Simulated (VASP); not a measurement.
# Cu (I4/mmm) in VASP: a series of runs

The runs below take Cu through single point, with PBE.

Program: VASP 6.6.1. These are calculated values, not measurements. Logs are shortened: lines on timing, memory, paths and dates and some standing lists are left out, and cuts for length are marked.

## (1) The cell of the first run

It takes space group I4/mmm (No. 139, tetragonal). The conventional cell has a = 2.480 Å, b = 2.480 Å, c = 3.669 Å, α = 90.00°, β = 90.00°, γ = 90.00°. Cu (site symmetry 4/mmm) has 12 Cu at 2.48 to 2.54 Å within 3.3 Å.

## (2) Single point, PBE (strain -0.030 along x and y, +0.015 along z)

INCAR

```
  PREC = Accurate
  ENCUT = 520
  EDIFF = 1E-7
  ISMEAR = 0
  SIGMA = 0.15
  LREAL = False
  LASPH = True
  NELM = 80
  ALGO = Normal
  ISIF = 2
  LWAVE = False
  LCHARG = False
  GGA = PE
  NBANDS = 12
```

KPOINTS

```
Automatic mesh
0
Gamma
  22 22 22
```

POSCAR

```
Cu
1.0
    0.0000000000      1.7532750000      1.8346125000
    1.7532750000      0.0000000000      1.8346125000
    1.7532750000      1.7532750000      0.0000000000
Cu
1
Direct
    0.0000000000      0.0000000000      0.0000000000
```

Potentials or basis: VASP PAW PBE potentials, release 64 (Cu).

On the command line:

```
$ cat potpaw_PBE.64/Cu/POTCAR > POTCAR
$ mpirun -np 1 vasp_std > vasp.out
```

OUTCAR:

```text
PREC = Accurate
   ENCUT = 520
   EDIFF = 1E-7
   ISMEAR = 0
   LREAL = False
   LASPH = True
   NELM = 80
   ISIF = 2
   GGA = PE

 ion  position               nearest neighbor table
   1  0.000  0.000  0.000-

  LATTYP: Found a body centered tetragonal cell.
 ALAT       =     2.4795052836
 C/A-ratio  =     1.4798214081

  Lattice vectors:

 A1 = (  -1.7532750000,   0.0000000000,   1.8346125000)
 A2 = (   1.7532750000,   0.0000000000,   1.8346125000)
 A3 = (   0.0000000000,   1.7532750000,  -1.8346125000)

Analysis of symmetry for initial positions (statically):
=====================================================================
 Subroutine PRICEL returns:
 Original cell was already a primitive cell.

 Routine SETGRP: Setting up the symmetry group for a
 body centered tetragonal supercell.

 Subroutine GETGRP returns: Found 16 space group operations
 (whereof 16 operations were pure point group operations)
 out of a pool of 16 trial point group operations.

The static configuration has the point symmetry D_4h.

Analysis of symmetry for dynamics (positions and initial velocities):
=====================================================================
 Subroutine PRICEL returns:
 Original cell was already a primitive cell.

 Routine SETGRP: Setting up the symmetry group for a
 body centered tetragonal supercell.

 Subroutine GETGRP returns: Found 16 space group operations
 (whereof 16 operations were pure point group operations)
 out of a pool of 16 trial point group operations.

The dynamic configuration has the point symmetry D_4h.

 Subroutine INISYM returns: Found 16 space group operations
 (whereof 16 operations are pure point group operations),
 and found     1 'primitive' translations

----------------------------------------------------------------------------------------

                                     Primitive cell

  volume of cell :      11.2791

  direct lattice vectors                    reciprocal lattice vectors
     0.000000000  1.753275000  1.834612500    -0.285180591  0.285180591  0.272537116
     1.753275000  0.000000000  1.834612500     0.285180591 -0.285180591  0.272537116
     1.753275000  1.753275000  0.000000000     0.285180591  0.285180591 -0.272537116

  length of vectors
     2.537671423  2.537671423  2.479505284     0.486757042  0.486757042  0.486757042

[... 83 lines left out ...]
   NFREE  =      0    steps in history (QN), initial steepest desc. (CG)
   ISIF   =      2    stress and relaxation
   ISYM   =      2    0-nonsym 1-usesym 2-fastsym
   POTIM  = 0.5000    time-step for ionic-motion
   TEBEG  =    0.0;   TEEND  =   0.0 temperature during run
   PSTRESS=    0.0 pullay stress
   NELECT =      11.0000    total number of electrons
   NUPDOWN=      -1.0000    fix difference up-down
   EMIN   =  10.00;   EMAX   =-10.00  energy-range for DOS
   EFERMI =   0.00;   METHOD = LEGACY
   ISMEAR =     0;   SIGMA  =   0.15  broadening in eV -4-tet -1-fermi 0-gaus
   EFERMI_NEDOS =   21; number of points for ismear=-14 and -15
   IALGO  =     38    algorithm
   IMIX   =      4    mixing-type and parameters
     AMIX     =   0.40;   BMIX     =  1.00
     AMIX_MAG =   1.60;   BMIX_MAG =  1.00
  volume/ion in A,a.u.               =      11.28        76.12
  Fermi-wavevector in a.u.,A,eV,Ry     =   1.623482  3.067937 35.860809  2.635695
  Thomas-Fermi vector in A             =   2.716925
   LORBIT       =      0    0 simple, 1 ext, 2 COOP (PROOUT), +10 PAW based schemes
   GGA     = PE    functional components
   LHFCALC =     F    Hartree Fock is set to
   AEXX    =    0.0000 exact exchange contribution
   IVDW    =     0    specifies the selected vdW correction
   LEPSILON=     F    determine dielectric tensor
   LRPA    =     F    only Hartree local field effects (RPA)
 non-spin polarized calculation
 Gauss-broadening in eV      SIGMA  =   0.15
  energy-cutoff  :      520.00
  volume of cell :       11.28
 maximum number of plane-waves:       319
   NGX =  9   NGY =  9   NGZ =  9

 number of electron      11.0000000 magnetization

 Free energy of the ion-electron system (eV)
  ---------------------------------------------------
  ext. energy  EPLUGINS =         0.00000000
  ---------------------------------------------------
  free energy    TOTEN  =        -3.70529774 eV

  energy without entropy =       -3.70267726  energy(sigma->0) =       -3.70398750

 E-fermi :   8.1820     XC(G=0): -12.9951

 val. band max:        8.1738228386   @ k =   0.5000   0.1364   0.3182
 cond. band min:       8.1989028308   @ k =   0.5000   0.3182   0.0909
 fundamental gap:      0.0250799922
 Fermi energy:         8.1819902784

 k-point     1 :       0.0000    0.0000    0.0000
  band No.  band energies     occupation
      1      -1.5369      2.00000
      2       4.8404      2.00000
      3       5.0828      2.00000
      4       5.0828      2.00000
      5       5.7538      2.00000
      6       5.9959      2.00000
      7      31.1723      0.00000
      8      33.9986      0.00000
      9      34.2360      0.00000
     10      34.2360      0.00000
     11      36.6569      0.00000
     12      36.6569      0.00000
[... 331 lines left out ...]
 k-point    24 :      -0.4545    0.0455    0.0000
  band No.  band energies     occupation
      1       2.8564      2.00000
      2       4.8290      2.00000
      3       5.1029      2.00000
      4       6.1515      2.00000
      5       6.4184      2.00000
      6       7.3337      2.00000
      7      12.4235      0.00000
      8      27.8402      0.00000
      9      30.8152      0.00000
     10      31.5330      0.00000
     11      34.3851      0.00000
     12      34.9588      0.00000

 [... further k-points ...]

------------------------ aborting loop because EDIFF is reached ----------------------------------------

  FORCE on cell =-STRESS in cart. coord.  units (eV):
  Direction    XX          YY          ZZ          XY          YZ          ZX
  --------------------------------------------------------------------------------------
  -------------------------------------------------------------------------------------
  Total        0.7950801      0.7950801      0.5478869      0.0000000      0.0000000      0.0000000
  in kB      112.9398094    112.9398094     77.8264281      0.0000000      0.0000000      0.0000000
  external PRESSURE =     101.2353489 kB  Pullay stress =       0.0000000 kB

 VOLUME and BASIS-vectors are now :
 -----------------------------------------------------------------------------
  energy-cutoff  :      520.00
  volume of cell :       11.28
      direct lattice vectors                 reciprocal lattice vectors
     0.000000000  1.753275000  1.834612500    -0.285180591  0.285180591  0.272537116
     1.753275000  0.000000000  1.834612500     0.285180591 -0.285180591  0.272537116
     1.753275000  1.753275000  0.000000000     0.285180591  0.285180591 -0.272537116

 POSITION                                       TOTAL-FORCE (eV/Angst)
 -----------------------------------------------------------------------------------
      0.00000      0.00000      0.00000        -0.000000      0.000000      0.000000
 -----------------------------------------------------------------------------------
    total drift:                                0.000000     -0.000000      0.000000

  FREE ENERGIE OF THE ION-ELECTRON SYSTEM (eV)
  ---------------------------------------------------
  free  energy   TOTEN  =        -3.7052977393 eV

  energy  without entropy=       -3.7026772620  energy(sigma->0) =       -3.70398750
```

Run time: 2 min. Hardware: 1 thread of Intel Xeon 8259CL, shared host; peak memory 0.22 GiB.

What came out:

```yaml
Free_energy: -3.7053 eV
Pressure: 10.1 GPa
Band_gap_on_the_k_mesh: zero (an odd number of electrons rules out a gap without spin polarisation)
```

Caveat: the cell differs from its parent crystal (strain -0.030 along x and y, +0.015 along z); the cell stands under pressure.

## (3) Single point, PBE (strain -0.030 along x and y, +0.030 along z)

INCAR

```
SYSTEM = Cu
ALGO = Normal
EDIFF = 1E-7
ENCUT = 520
GGA = PE
ISIF = 2
ISMEAR = 0
LASPH = .True.
LCHARG = .True.
LELF = .True.
LREAL = .False.
LVHAR = .True.
LWAVE = .False.
NBANDS = 12
NELM = 60
PREC = Accurate
SIGMA = 0.15
```

KPOINTS

```
k-points
0
Gamma
  22 22 22
  0 0 0
```

POSCAR

```
Cu
1.0
    0.0000000000      1.7532750000      1.8617250000
    1.7532750000      0.0000000000      1.8617250000
    1.7532750000      1.7532750000      0.0000000000
Cu
1
Direct
    0.0000000000      0.0000000000      0.0000000000
```

Potentials or basis: VASP PAW PBE potentials, release 64 (Cu).

On the command line:

```
$ cat potpaw_PBE.64/Cu/POTCAR > POTCAR
$ mpirun -np 1 vasp_std > vasp.out
```

Run time: 2.3 min. Hardware: 1 thread of Intel Xeon 8259CL, shared host; peak memory 0.22 GiB.

It converged, with:

| Item | Value |
| --- | --- |
| Free energy | -3.7117 eV |
| Pressure | 7.5 GPa |
| Band gap on the k mesh | zero (an odd number of electrons rules out a gap without spin polarisation) |

Stress tensor (GPa, compression positive):
```
9.14 0.00 0.00
0.00 9.14 0.00
0.00 0.00 4.37
```

Levels at points of the mesh, in eV from the Fermi level:
```tsv
k point	band 3	band 4	band 5	band 6	band 7	band 8	band 9	band 10
(0.00, 0.00, 0.00)	-3.03	-3.03	-2.45	-2.13	22.90	25.57	25.85	25.85
(0.50, 0.00, 0.00)	-3.02	-1.74	-1.63	-1.10	3.92	20.25	22.70	23.59
(0.50, 0.50, 0.00)	-1.69	-1.55	-1.55	0.63	6.28	14.30	14.30	18.71
(0.50, 0.00, 0.50)	-1.72	-1.64	-1.42	1.91	7.86	12.82	12.93	17.52
```

Caveat: the cell differs from its parent crystal (strain -0.030 along x and y, +0.030 along z); the cell stands under pressure.

## (4) Single point, PBE (strain +0.000 along x and y, -0.030 along z)

INCAR

```
SYSTEM = Cu
PREC     = Accurate       ! precision mode
ENCUT    = 520            ! plane-wave cutoff, eV
EDIFF    = 1E-6           ! SCF threshold, eV
ISMEAR   = 0              ! smearing method
SIGMA    = 0.15           ! smearing width, eV
LREAL    = .False.        ! projectors in reciprocal space
LASPH    = .True.         ! aspherical terms in the spheres
NELM     = 80             ! most SCF steps
ALGO     = Fast           ! electronic algorithm
ISIF     = 2              ! what is computed and relaxed
LWAVE    = .False.        ! write WAVECAR
LCHARG   = .False.        ! write CHGCAR
GGA      = PE             ! functional
NBANDS   = 12             ! bands
```

KPOINTS

```
regular mesh
0
Gamma
  22 22 22
  0 0 0
```

POSCAR

```
Cu
1.0
    0.0000000000      1.8075000000      1.7532750000
    1.8075000000      0.0000000000      1.7532750000
    1.8075000000      1.8075000000      0.0000000000
Cu
1
Direct
    0.0000000000      0.0000000000      0.0000000000
```

On the command line:

```
$ cat potpaw_PBE.64/Cu/POTCAR > POTCAR
$ mpirun -np 1 vasp_std > vasp.out
```

It took 2.4 min on 1 thread of Intel Xeon 8259CL, shared host; peak memory 0.22 GiB.

Results (log left out):

```yaml
Free_energy: -3.7172 eV
Pressure: 7.3 GPa
Band_gap_on_the_k_mesh: zero (an odd number of electrons rules out a gap without spin polarisation)
```

Stress tensor (GPa, compression positive):
```
6.70 0.00 0.00
0.00 6.70 0.00
0.00 0.00 8.47
```

Levels at points of the mesh, in eV from the Fermi level:
```tsv
k point	band 4	band 5	band 6	band 7	band 8	band 9
(0.00, 0.00, 0.00)	-3.03	-2.34	-2.19	22.85	25.67	25.67
(0.50, 0.00, 0.00)	-1.70	-1.64	-1.09	3.91	21.12	22.04
(0.50, 0.50, 0.00)	-1.51	-1.51	1.93	7.87	12.83	12.83
(0.50, 0.00, 0.50)	-1.57	-1.48	1.25	7.06	13.55	13.59
```

Caveat: the cell differs from its parent crystal (strain +0.000 along x and y, -0.030 along z); the cell stands under pressure.

(Continued in part 2 of 2.)
